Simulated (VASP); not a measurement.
# InSe (R3m) in VASP: single point with PBEsol

Aim: the single point of InSe with PBEsol.

All numbers are computed with VASP 6.6.1; they aren't measurements. Logs are shortened: lines on timing, memory, paths and dates and some standing lists are left out, and cuts for length are marked.

**1. The cell of the first run**

Symmetry: R3m, No. 160, trigonal system. Conventional cell: a = 3.989 Å, b = 3.989 Å, c = 24.774 Å, α = 90.00°, β = 90.00°, γ = 120.00°. Within 3.5 Å of In (site symmetry 3m) lie 3 Se at 2.64 Å and 1 In at 2.77 Å. In (site symmetry 3m) has 3 Se at 2.64 Å and 1 In at 2.77 Å within 3.5 Å. Within 3.5 Å of Se (site symmetry 3m) lie 3 In at 2.64 Å. Within 3.5 Å of Se (site symmetry 3m) lie 3 In at 2.64 Å.

**2. Single point, PBEsol (28.45 Å³/atom)**

Contents of INCAR:

```
ALGO = Normal
EDIFF = 1E-6
ENCUT = 520
GGA = PS
ISIF = 2
ISMEAR = 0
LASPH = True
LCHARG = False
LREAL = False
LWAVE = False
NBANDS = 27
NELM = 100
PREC = Accurate
SIGMA = 0.02
```

Contents of KPOINTS:

```
k-points
0
Gamma
  12 12 12
```

Contents of POSCAR:

```
InSe
1.0
    1.9945807540      1.1515717352      8.2578675251
   -1.9945807540      1.1515717352      8.2578675251
    0.0000000000     -2.3031434705      8.2578675251
In Se
2 2
Direct
   -0.0001715229     -0.0001715229     -0.0001715229
    0.1115306082      0.1115306082      0.1115306082
    0.6146713267      0.6146713267      0.6146713267
    0.8299695879      0.8299695879      0.8299695879
```

Potentials or basis: VASP PAW PBE potentials, release 64 (In_d, Se).

Launch:

```sh
$ cat potpaw_PBE.64/In_d/POTCAR potpaw_PBE.64/Se/POTCAR > POTCAR
$ mpirun -np 1 vasp_std > vasp.out
```

OUTCAR:

```text
EDIFF = 1E-6
   ENCUT = 520
   GGA = PS
   ISIF = 2
   ISMEAR = 0
   LASPH = True
   LREAL = False
   NELM = 100
   PREC = Accurate

 ion  position               nearest neighbor table
   1  1.000  1.000  1.000-   3 2.64   3 2.64   3 2.64   2 2.77
   2  0.112  0.112  0.112-   4 2.64   4 2.64   4 2.64   1 2.77
   3  0.615  0.615  0.615-   1 2.64   1 2.64   1 2.64
   4  0.830  0.830  0.830-   2 2.64   2 2.64   2 2.64

  LATTYP: Found a trigonal (rhomboedric) cell.
 ALAT       =     8.5730301474
 COS(alpha) =     0.8917408677

  Lattice vectors:

 A1 = (   1.9945807540,   1.1515717352,   8.2578675251)
 A2 = (  -1.9945807540,   1.1515717352,   8.2578675251)
 A3 = (   0.0000000000,  -2.3031434705,   8.2578675251)

Analysis of symmetry for initial positions (statically):
=====================================================================
 Subroutine PRICEL returns:
 Original cell was already a primitive cell.

 Routine SETGRP: Setting up the symmetry group for a
 trigonal (rhombohedral) supercell.

 Subroutine GETGRP returns: Found  6 space group operations
 (whereof  6 operations were pure point group operations)
 out of a pool of 12 trial point group operations.

The static configuration has the point symmetry C_3v.

Analysis of symmetry for dynamics (positions and initial velocities):
=====================================================================
 Subroutine PRICEL returns:
 Original cell was already a primitive cell.

 Routine SETGRP: Setting up the symmetry group for a
 trigonal (rhombohedral) supercell.

 Subroutine GETGRP returns: Found  6 space group operations
 (whereof  6 operations were pure point group operations)
 out of a pool of 12 trial point group operations.

The dynamic configuration has the point symmetry C_3v.

 Subroutine INISYM returns: Found  6 space group operations
 (whereof  6 operations are pure point group operations),
 and found     1 'primitive' translations

----------------------------------------------------------------------------------------

                                     Primitive cell

  volume of cell :     113.8051

  direct lattice vectors                    reciprocal lattice vectors
     1.994580754  1.151571735  8.257867525     0.250679246  0.144729730  0.040365546
    -1.994580754  1.151571735  8.257867525    -0.250679246  0.144729730  0.040365546
     0.000000000 -2.303143470  8.257867525     0.000000000 -0.289459461  0.040365546

  length of vectors
     8.573030147  8.573030147  8.573030147     0.292260426  0.292260426  0.292260426

  position of ions in fractional coordinates (direct lattice)
     0.999828477  0.999828477  0.999828477
     0.111530608  0.111530608  0.111530608
     0.614671327  0.614671327  0.614671327
     0.829969588  0.829969588  0.829969588

  ion indices of the primitive-cell ions
   primitive index   ion index
                 1           1
                 2           2
                 3           3
                 4           4

----------------------------------------------------------------------------------------

 KPOINTS: k-points

Automatic generation of k-mesh.
 Grid dimensions read from file:
 generate k-points for:   12   12   12

 Generating k-lattice:

  Cartesian coordinates                     Fractional coordinates (reciprocal lattice)
     0.020889937  0.012060811  0.003363796     0.083333333  0.000000000  0.000000000
    -0.020889937  0.012060811  0.003363796     0.000000000  0.083333333  0.000000000
     0.000000000 -0.024121622  0.003363796     0.000000000  0.000000000  0.083333333

  Length of vectors
     0.024355036  0.024355036  0.024355036

  Shift w.r.t. Gamma in fractional coordinates (k-lattice)
     0.000000000  0.000000000  0.000000000

 Subroutine IBZKPT returns following result:
 ===========================================

 Found    189 irreducible k-points:

 Following reciprocal coordinates:
            Coordinates               Weight
  0.000000  0.000000  0.000000      1.000000
  0.083333 -0.000000 -0.000000      6.000000
  0.166667 -0.000000 -0.000000      6.000000
  0.250000 -0.000000 -0.000000      6.000000
  0.333333 -0.000000 -0.000000      6.000000
  0.416667 -0.000000 -0.000000      6.000000
[... 16 lines left out ...]
  0.500000  0.166667 -0.000000     12.000000
 -0.416667  0.166667  0.000000     12.000000
 [... further k-points ...]
   k-points           NKPTS =    189   k-points in BZ     NKDIM =    189   number of bands    NBANDS=     27
   number of dos      NEDOS =    301   number of ions     NIONS =      4
   total plane-waves  NPLWV = 262144
   dimension x,y,z NGX =    64 NGY =   64 NGZ =   64
   dimension x,y,z NGXF=   128 NGYF=  128 NGZF=  128
   ions per type =               2   2
   NGX,Y,Z   is equivalent  to a cutoff of  12.41, 12.41, 12.41 a.u.
   NGXF,Y,Z  is equivalent  to a cutoff of  24.82, 24.82, 24.82 a.u.
 SYSTEM =  unknown system
   PREC   = accura    normal or accurate (medium, high low for compatibility)
   ISTART =      0    job   : 0-new  1-cont  2-samecut
   ICHARG =      2    charge: 1-file 2-atom 10-const
   ISPIN  =      1    spin polarized calculation?
   LNONCOLLINEAR =      F non collinear calculations
   LSORBIT =      F    spin-orbit coupling
   LASPH  =      T    aspherical Exc in radial PAW
   ENCUT  =  520.0 eV  38.22 Ry    6.18 a.u.  15.94 15.94 15.94*2*pi/ulx,y,z
   NELM   =    100;   NELMIN=  2; NELMDL= -5     # of ELM steps
   EDIFF  = 0.1E-05   stopping-criterion for ELM
   LREAL  =      F    real-space projection
   EDIFFG = 0.1E-04   stopping-criterion for IOM
   NSW    =      0    number of steps for IOM
   IBRION =     -1    ionic relax: 0-MD 1-quasi-New 2-CG
   NFREE  =      0    steps in history (QN), initial steepest desc. (CG)
   ISIF   =      2    stress and relaxation
   ISYM   =      2    0-nonsym 1-usesym 2-fastsym
   POTIM  = 0.5000    time-step for ionic-motion
   TEBEG  =    0.0;   TEEND  =   0.0 temperature during run
   PSTRESS=    0.0 pullay stress
   NELECT =      38.0000    total number of electrons
   NUPDOWN=      -1.0000    fix difference up-down
   EMIN   =  10.00;   EMAX   =-10.00  energy-range for DOS
   EFERMI =   0.00;   METHOD = LEGACY
   ISMEAR =     0;   SIGMA  =   0.02  broadening in eV -4-tet -1-fermi 0-gaus
   EFERMI_NEDOS =   21; number of points for ismear=-14 and -15
   IALGO  =     38    algorithm
   IMIX   =      4    mixing-type and parameters
     AMIX     =   0.40;   BMIX     =  1.00
     AMIX_MAG =   1.60;   BMIX_MAG =  1.00
  volume/ion in A,a.u.               =      28.45       192.00
  Fermi-wavevector in a.u.,A,eV,Ry     =   1.135748  2.146253 17.550485  1.289924
  Thomas-Fermi vector in A             =   2.272453
   LORBIT       =      0    0 simple, 1 ext, 2 COOP (PROOUT), +10 PAW based schemes
   GGA     = PS    functional components
   LHFCALC =     F    Hartree Fock is set to
   AEXX    =    0.0000 exact exchange contribution
   IVDW    =     0    specifies the selected vdW correction
   LEPSILON=     F    determine dielectric tensor
   LRPA    =     F    only Hartree local field effects (RPA)
 non-spin polarized calculation
 Gauss-broadening in eV      SIGMA  =   0.02
  energy-cutoff  :      520.00
  volume of cell :      113.81
 maximum number of plane-waves:      3100
   NGX = 31   NGY = 31   NGZ = 31

 number of electron      37.9999996 magnetization

 Free energy of the ion-electron system (eV)
  ---------------------------------------------------
  ext. energy  EPLUGINS =         0.00000000
  ---------------------------------------------------
  free energy    TOTEN  =       -15.59168858 eV

  energy without entropy =      -15.59168858  energy(sigma->0) =      -15.59168858

 E-fermi :   4.4023     XC(G=0):  -9.2429

 val. band max:        4.2730433536   @ k =   0.5000   0.5000   0.5000
 cond. band min:       4.5939202062   @ k =   0.5000   0.5000   0.5000
 fundamental gap:      0.3208768526
 Fermi energy:         4.4023492646

 k-point     1 :       0.0000    0.0000    0.0000
  band No.  band energies     occupation
      1     -10.5502      2.00000
      2     -10.3465      2.00000
      3     -10.3465      2.00000
      4     -10.2547      2.00000
      5     -10.2547      2.00000
      6     -10.2453      2.00000
[... 19 lines left out ...]
     26       9.6873      0.00000
     27      11.7636      0.00000

 k-point     2 :       0.0833   -0.0000   -0.0000
  band No.  band energies     occupation
      1     -10.5504      2.00000
      2     -10.3805      2.00000
      3     -10.3454      2.00000
      4     -10.2888      2.00000
      5     -10.2494      2.00000
      6     -10.2475      2.00000
[... 19 lines left out ...]
     26       9.8585      0.00000
     27      11.7622      0.00000

 k-point     3 :       0.1667   -0.0000   -0.0000
  band No.  band energies     occupation
      1     -10.5579      2.00000
      2     -10.4466      2.00000
      3     -10.3660      2.00000
      4     -10.3433      2.00000
      5     -10.2534      2.00000
      6     -10.2347      2.00000
[... 19 lines left out ...]
     26      10.2591      0.00000
     27      11.0305      0.00000

 k-point     4 :       0.2500   -0.0000   -0.0000
  band No.  band energies     occupation
      1     -10.5946      2.00000
      2     -10.4843      2.00000
      3     -10.4492      2.00000
      4     -10.3424      2.00000
      5     -10.2614      2.00000
      6     -10.2148      2.00000
[... 19 lines left out ...]
     26      10.6196      0.00000
     27      10.9340      0.00000
[... 516 lines left out ...]
      4     -10.3528      2.00000
      5     -10.2606      2.00000
      6     -10.1979      2.00000
[... 19 lines left out ...]
     26      10.8855      0.00000
     27      11.2294      0.00000

 k-point    23 :       0.5000    0.1667   -0.0000
  band No.  band energies     occupation
      1     -10.6836      2.00000
      2     -10.5727      2.00000
      3     -10.4853      2.00000
      4     -10.3570      2.00000
      5     -10.2621      2.00000
      6     -10.1889      2.00000
[... 19 lines left out ...]
     26      11.0985      0.00000
     27      11.7536      0.00000

 k-point    24 :      -0.4167    0.1667    0.0000
  band No.  band energies     occupation
      1     -10.6948      2.00000
      2     -10.5835      2.00000
      3     -10.4842      2.00000
      4     -10.3586      2.00000
      5     -10.2626      2.00000
      6     -10.1856      2.00000
[... 19 lines left out ...]
     26      11.2080      0.00000
     27      12.0044      0.00000

 [... further k-points ...]

------------------------ aborting loop because EDIFF is reached ----------------------------------------

  FORCE on cell =-STRESS in cart. coord.  units (eV):
  Direction    XX          YY          ZZ          XY          YZ          ZX
  --------------------------------------------------------------------------------------
  -------------------------------------------------------------------------------------
  Total        0.5167723      0.5167723      0.4520609     -0.0000000     -0.0000000      0.0000000
  in kB        7.2752522      7.2752522      6.3642284     -0.0000000     -0.0000000      0.0000000
  external PRESSURE =       6.9715776 kB  Pullay stress =       0.0000000 kB

 VOLUME and BASIS-vectors are now :
 -----------------------------------------------------------------------------
  energy-cutoff  :      520.00
  volume of cell :      113.81
      direct lattice vectors                 reciprocal lattice vectors
     1.994580754  1.151571735  8.257867525     0.250679246  0.144729730  0.040365546
    -1.994580754  1.151571735  8.257867525    -0.250679246  0.144729730  0.040365546
     0.000000000 -2.303143470  8.257867525     0.000000000 -0.289459461  0.040365546

 POSITION                                       TOTAL-FORCE (eV/Angst)
 -----------------------------------------------------------------------------------
      0.00000     -0.00000     24.76935         0.000000     -0.000000      0.021780
      0.00000     -0.00000      2.76301         0.000000      0.000000     -0.022106
      0.00000     -0.00000     15.22762         0.000000      0.000000     -0.016874
      0.00000     -0.00000     20.56134         0.000000     -0.000000      0.017200
 -----------------------------------------------------------------------------------
    total drift:                               -0.000000      0.000000     -0.000409

  FREE ENERGIE OF THE ION-ELECTRON SYSTEM (eV)
  ---------------------------------------------------
  free  energy   TOTEN  =       -15.5916885847 eV

  energy  without entropy=      -15.5916885847  energy(sigma->0) =      -15.59168858
```

Wall time 49 min (1 thread of AMD EPYC 7R43 (Zen 3), shared host); peak memory 0.83 GiB.

Results:

```yaml
Free_energy: -15.5917 eV
Pressure: 0.7 GPa
Largest_force: 0.022 eV/Å
Band_gap_on_the_k_mesh: 0.32 eV
```

Forces in eV/Å, atoms in the order of the input:
```
In   0.000  0.000  0.022
In   0.000  0.000 -0.022
Se   0.000  0.000 -0.017
Se   0.000  0.000  0.017
```

Caveat: the PAW data sets were made with another functional, which shifts forces and pressure a little; spin-orbit coupling is left out, which moves the levels of the heavy elements. A k mesh can miss the band edges.
